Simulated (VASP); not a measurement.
# Pt (Cmcm) in VASP: single point with r2SCAN

Aim: the single point of Pt with r2SCAN.

All numbers are computed with VASP 6.6.1; they aren't measurements. Logs are shortened: lines on timing, memory, paths and dates and some standing lists are left out, and cuts for length are marked.

## Step 1: The cell of the first run

The structure is orthorhombic, space group Cmcm (No. 63). Conventional cell: a = 2.733 Å, b = 4.829 Å, c = 4.792 Å, α = 90.00°, β = 90.00°, γ = 90.00°. Pt (site symmetry m2m) has 12 Pt at 2.73 to 2.89 Å within 3.6 Å.

## Step 2: Single point, r2SCAN (strain -0.0100 x Voigt [1, -1, 0, 0, 0, 0])

POSCAR

```
Pt
1.0
    2.7330589596      0.0000000000      0.0000000000
   -1.3665294798      2.4147146202      0.0000000000
    0.0000000000      0.0000000000      4.7921340000
Pt
2
Direct
    0.6666666667      0.3333333333      0.7500000000
    0.3333333333      0.6666666667      0.2500000000
```

INCAR.step1

```
SYSTEM = Pt
PREC = Accurate
ENCUT = 520
ISMEAR = 0
SIGMA = 0.15
LREAL = .False.
LASPH = .True.
NELM = 100
NBANDS = 17
GGA = PE
ALGO = Normal
EDIFF = 1E-4
LWAVE = .True.
LCHARG = .False.
```

INCAR.step2

```
SYSTEM = Pt
PREC = Accurate
ENCUT = 520
EDIFF = 1E-6
ISMEAR = 0
SIGMA = 0.15
LREAL = .False.
LASPH = .True.
NELM = 100
ALGO = Normal
ISIF = 2
LWAVE = .False.
LCHARG = .False.
METAGGA = R2SCAN
LMIXTAU = .True.
NBANDS = 17
ISTART = 1
```

KPOINTS

```
Automatic mesh
0
Gamma
  18 18 10
  0 0 0
```

Potentials or basis: VASP PAW PBE potentials, release 64 (Pt).

Started as:

```
> cat potpaw_PBE.64/Pt/POTCAR > POTCAR
> cp INCAR.step1 INCAR
> mpirun -np 1 vasp_std > vasp.out
> cp INCAR.step2 INCAR
> mpirun -np 1 vasp_std > vasp.out
```

OUTCAR:

```text
SYSTEM = Pt
   PREC = Accurate
   ENCUT = 520
   EDIFF = 1E-6
   ISMEAR = 0
   LREAL = .False.
   LASPH = .True.
   NELM = 100
   ISIF = 2
   METAGGA = R2SCAN
   ISTART = 1

 ion  position               nearest neighbor table
   1  0.667  0.333  0.750-   2 2.87   2 2.87   2 2.87   2 2.87   2 2.89   2 2.89
   2  0.333  0.667  0.250-   1 2.87   1 2.87   1 2.87   1 2.87   1 2.89   1 2.89

  LATTYP: Found a base centered orthorhombic cell.
 ALAT       =     2.7330589596
 B/A-ratio  =     1.7670417330
 C/A-ratio  =     1.7533957631

  Lattice vectors:

 A1 = (   1.3665294798,  -2.4147146202,   0.0000000000)
 A2 = (   1.3665294798,   2.4147146202,   0.0000000000)
 A3 = (   0.0000000000,   0.0000000000,   4.7921340000)

Analysis of symmetry for initial positions (statically):
=====================================================================
 Subroutine PRICEL returns:
 Original cell was already a primitive cell.

 Routine SETGRP: Setting up the symmetry group for a
 base centered orthorhombic supercell.

 Subroutine GETGRP returns: Found  8 space group operations
 (whereof  4 operations were pure point group operations)
 out of a pool of  8 trial point group operations.

The static configuration has the point symmetry C_2h.
 The point group associated with its full space group is D_2h.

Analysis of symmetry for dynamics (positions and initial velocities):
=====================================================================
 Subroutine PRICEL returns:
 Original cell was already a primitive cell.

 Routine SETGRP: Setting up the symmetry group for a
 base centered orthorhombic supercell.

 Subroutine GETGRP returns: Found  8 space group operations
 (whereof  4 operations were pure point group operations)
 out of a pool of  8 trial point group operations.

The dynamic configuration has the point symmetry C_2h.
 The point group associated with its full space group is D_2h.

 Subroutine INISYM returns: Found  8 space group operations
 (whereof  4 operations are pure point group operations),
 and found     1 'primitive' translations

----------------------------------------------------------------------------------------

                                     Primitive cell

  volume of cell :      31.6260

  direct lattice vectors                    reciprocal lattice vectors
     2.733058960  0.000000000  0.000000000     0.365890387  0.207063806  0.000000000
    -1.366529480  2.414714620  0.000000000     0.000000000  0.414127612  0.000000000
     0.000000000  0.000000000  4.792134000     0.000000000  0.000000000  0.208675300

  length of vectors
     2.733058960  2.774571952  4.792134000     0.420417881  0.414127612  0.208675300

  position of ions in fractional coordinates (direct lattice)
     0.666666667  0.333333333  0.750000000
     0.333333333  0.666666667  0.250000000

  ion indices of the primitive-cell ions
   primitive index   ion index
                 1           1
                 2           2

----------------------------------------------------------------------------------------

 KPOINTS: Automatic mesh

Automatic generation of k-mesh.
 Grid dimensions read from file:
 generate k-points for:   18   18   10

 Generating k-lattice:

  Cartesian coordinates                     Fractional coordinates (reciprocal lattice)
     0.020327244  0.011503545  0.000000000     0.055555556  0.000000000  0.000000000
     0.000000000  0.023007090  0.000000000     0.000000000  0.055555556  0.000000000
     0.000000000  0.000000000  0.020867530     0.000000000  0.000000000  0.100000000

  Length of vectors
     0.023356549  0.023007090  0.020867530

  Shift w.r.t. Gamma in fractional coordinates (k-lattice)
     0.000000000  0.000000000  0.000000000

 Subroutine IBZKPT returns following result:
 ===========================================

 Found    546 irreducible k-points:

 Following reciprocal coordinates:
            Coordinates               Weight
  0.000000  0.000000  0.000000      1.000000
  0.055556  0.000000  0.000000      4.000000
  0.111111  0.000000  0.000000      4.000000
  0.166667  0.000000  0.000000      4.000000
  0.222222  0.000000  0.000000      4.000000
  0.277778  0.000000  0.000000      4.000000
[... 16 lines left out ...]
 -0.333333  0.055556  0.000000      4.000000
 -0.277778  0.055556  0.000000      4.000000
 [... further k-points ...]
   k-points           NKPTS =    546   k-points in BZ     NKDIM =    546   number of bands    NBANDS=     17
   number of dos      NEDOS =    301   number of ions     NIONS =      2
   total plane-waves  NPLWV =  17280
   dimension x,y,z NGX =    20 NGY =   24 NGZ =   36
   dimension x,y,z NGXF=    40 NGYF=   48 NGZF=   72
   ions per type =               2
   NGX,Y,Z   is equivalent  to a cutoff of  12.17, 14.38, 12.49 a.u.
   NGXF,Y,Z  is equivalent  to a cutoff of  24.33, 28.76, 24.98 a.u.
 SYSTEM =  Pt
   PREC   = accura    normal or accurate (medium, high low for compatibility)
   ISTART =      1    job   : 0-new  1-cont  2-samecut
   ICHARG =      0    charge: 1-file 2-atom 10-const
   ISPIN  =      1    spin polarized calculation?
   LNONCOLLINEAR =      F non collinear calculations
   LSORBIT =      F    spin-orbit coupling
   LASPH  =      T    aspherical Exc in radial PAW
   ENCUT  =  520.0 eV  38.22 Ry    6.18 a.u.   5.08  5.16  8.91*2*pi/ulx,y,z
   NELM   =    100;   NELMIN=  2; NELMDL=  0     # of ELM steps
   EDIFF  = 0.1E-05   stopping-criterion for ELM
   LREAL  =      F    real-space projection
   EDIFFG = 0.1E-04   stopping-criterion for IOM
   NSW    =      0    number of steps for IOM
   IBRION =     -1    ionic relax: 0-MD 1-quasi-New 2-CG
   NFREE  =      0    steps in history (QN), initial steepest desc. (CG)
   ISIF   =      2    stress and relaxation
   ISYM   =      2    0-nonsym 1-usesym 2-fastsym
   POTIM  = 0.5000    time-step for ionic-motion
   TEBEG  =    0.0;   TEEND  =   0.0 temperature during run
   PSTRESS=    0.0 pullay stress
   NELECT =      20.0000    total number of electrons
   NUPDOWN=      -1.0000    fix difference up-down
   EMIN   =  10.00;   EMAX   =-10.00  energy-range for DOS
   EFERMI =   0.00;   METHOD = LEGACY
   ISMEAR =     0;   SIGMA  =   0.15  broadening in eV -4-tet -1-fermi 0-gaus
   EFERMI_NEDOS =   21; number of points for ismear=-14 and -15
   IALGO  =     38    algorithm
   IMIX   =      4    mixing-type and parameters
     AMIX     =   0.40;   BMIX     =  1.00
     AMIX_MAG =   1.60;   BMIX_MAG =  1.00
  volume/ion in A,a.u.               =      15.81       106.71
  Fermi-wavevector in a.u.,A,eV,Ry     =   1.405196  2.655435 26.865735  1.974576
  Thomas-Fermi vector in A             =   2.527681
   LORBIT       =      0    0 simple, 1 ext, 2 COOP (PROOUT), +10 PAW based schemes
   METAGGA = R2SCAN    functional components
   LHFCALC =     F    Hartree Fock is set to
   AEXX    =    0.0000 exact exchange contribution
   IVDW    =     0    specifies the selected vdW correction
   LEPSILON=     F    determine dielectric tensor
   LRPA    =     F    only Hartree local field effects (RPA)
 non-spin polarized calculation
 Gauss-broadening in eV      SIGMA  =   0.15
  energy-cutoff  :      520.00
  volume of cell :       31.63
 maximum number of plane-waves:       868
   NGX = 11   NGY = 11   NGZ = 17

 number of electron      20.0000001 magnetization

 Free energy of the ion-electron system (eV)
  ---------------------------------------------------
  ext. energy  EPLUGINS =         0.00000000
  ---------------------------------------------------
  free energy    TOTEN  =      -102.87894249 eV

  energy without entropy =     -102.84100337  energy(sigma->0) =     -102.85997293

 E-fermi :  10.0989     XC(G=0): -14.2891

 val. band max:       10.0979990962   @ k =  -0.4444   0.1111   0.5000
 cond. band min:      10.0995941195   @ k =   0.1667   0.1667   0.5000
 fundamental gap:      0.0015950232
 Fermi energy:        10.0989262449

 k-point     1 :       0.0000    0.0000    0.0000
  band No.  band energies     occupation
      1       0.1750      2.00000
      2       2.8336      2.00000
      3       6.0588      2.00000
      4       6.3969      2.00000
      5       6.7528      2.00000
      6       6.7807      2.00000
[... 9 lines left out ...]
     16      28.3259      0.00000
     17      31.9394      0.00000

 k-point     2 :       0.0556    0.0000    0.0000
  band No.  band energies     occupation
      1       0.2938      2.00000
      2       2.9441      2.00000
      3       6.0555      2.00000
      4       6.4677      2.00000
      5       6.7584      2.00000
      6       6.8193      2.00000
[... 9 lines left out ...]
     16      28.4834      0.00000
     17      31.3221      0.00000

 k-point     3 :       0.1111    0.0000    0.0000
  band No.  band energies     occupation
      1       0.6413      2.00000
      2       3.2565      2.00000
      3       5.9870      2.00000
      4       6.6114      2.00000
      5       6.7846      2.00000
      6       6.9047      2.00000
[... 9 lines left out ...]
     16      28.6424      0.00000
     17      30.1706      0.00000

 k-point     4 :       0.1667    0.0000    0.0000
  band No.  band energies     occupation
      1       1.1877      2.00000
      2       3.6960      2.00000
      3       5.8373      2.00000
      4       6.4842      2.00000
      5       6.7214      2.00000
      6       6.9832      2.00000
[... 9 lines left out ...]
     16      28.5087      0.00000
     17      28.9127      0.00000
[... 343 lines left out ...]
      1       3.4208      2.00000
      2       3.9360      2.00000
      3       4.7048      2.00000
      4       6.3208      2.00000
      5       6.6878      2.00000
      6       6.9330      2.00000
[... 9 lines left out ...]
     16      25.2638      0.00000
     17      25.4992      0.00000

 k-point    23 :      -0.3333    0.0556    0.0000
  band No.  band energies     occupation
      1       2.9865      2.00000
      2       4.1416      2.00000
      3       5.1098      2.00000
      4       6.0311      2.00000
      5       6.4437      2.00000
      6       6.8615      2.00000
[... 9 lines left out ...]
     16      26.3200      0.00000
     17      27.7702      0.00000

 k-point    24 :      -0.2778    0.0556    0.0000
  band No.  band energies     occupation
      1       2.3242      2.00000
      2       4.2337      2.00000
      3       5.6407      2.00000
      4       5.8074      2.00000
      5       6.2322      2.00000
      6       7.0948      2.00000
[... 9 lines left out ...]
     16      27.2655      0.00000
     17      29.3522      0.00000

 [... further k-points ...]

------------------------ aborting loop because EDIFF is reached ----------------------------------------

  FORCE on cell =-STRESS in cart. coord.  units (eV):
  Direction    XX          YY          ZZ          XY          YZ          ZX
  --------------------------------------------------------------------------------------
  -------------------------------------------------------------------------------------
  Total       -0.7547577     -1.6449511     -1.0080926      0.0000000      0.0000000      0.0000000
  in kB      -38.2361676    -83.3335360    -51.0701635      0.0000000      0.0000000      0.0000000
  external PRESSURE =     -57.5466224 kB  Pullay stress =       0.0000000 kB

 VOLUME and BASIS-vectors are now :
 -----------------------------------------------------------------------------
  energy-cutoff  :      520.00
  volume of cell :       31.63
      direct lattice vectors                 reciprocal lattice vectors
     2.733058960  0.000000000  0.000000000     0.365890387  0.207063806  0.000000000
    -1.366529480  2.414714620  0.000000000     0.000000000  0.414127612  0.000000000
     0.000000000  0.000000000  4.792134000     0.000000000  0.000000000  0.208675300

 POSITION                                       TOTAL-FORCE (eV/Angst)
 -----------------------------------------------------------------------------------
      1.36653      0.80490      3.59410        -0.000000     -0.007693     -0.000000
     -0.00000      1.60981      1.19803         0.000000      0.007693      0.000000
 -----------------------------------------------------------------------------------
    total drift:                               -0.000000      0.000000     -0.000000

  FREE ENERGIE OF THE ION-ELECTRON SYSTEM (eV)
  ---------------------------------------------------
  free  energy   TOTEN  =      -102.8789424905 eV

  energy  without entropy=     -102.8410033743  energy(sigma->0) =     -102.85997293
```

Run time: 11 min. Hardware: 1 thread of Intel Xeon 6975P-C, shared host; peak memory 0.35 GiB.

Results:

```
Free energy            : -102.8789 eV
Pressure               : -5.8 GPa
Largest force          : 0.008 eV/Å
Band gap on the k mesh : zero (band 10 reaches 10.63 eV, above the bottom of band 11 at 9.26 eV)
```

Forces in eV/Å, atoms in the order of the input:
```
Pt   0.000 -0.008  0.000
Pt   0.000  0.008  0.000
```

Caveat: the cell differs from its parent crystal (strain -0.0100 x Voigt [1, -1, 0, 0, 0, 0]); the PAW data sets were made with another functional, which shifts forces and pressure a little; spin-orbit coupling is left out, which moves the levels of the heavy elements.
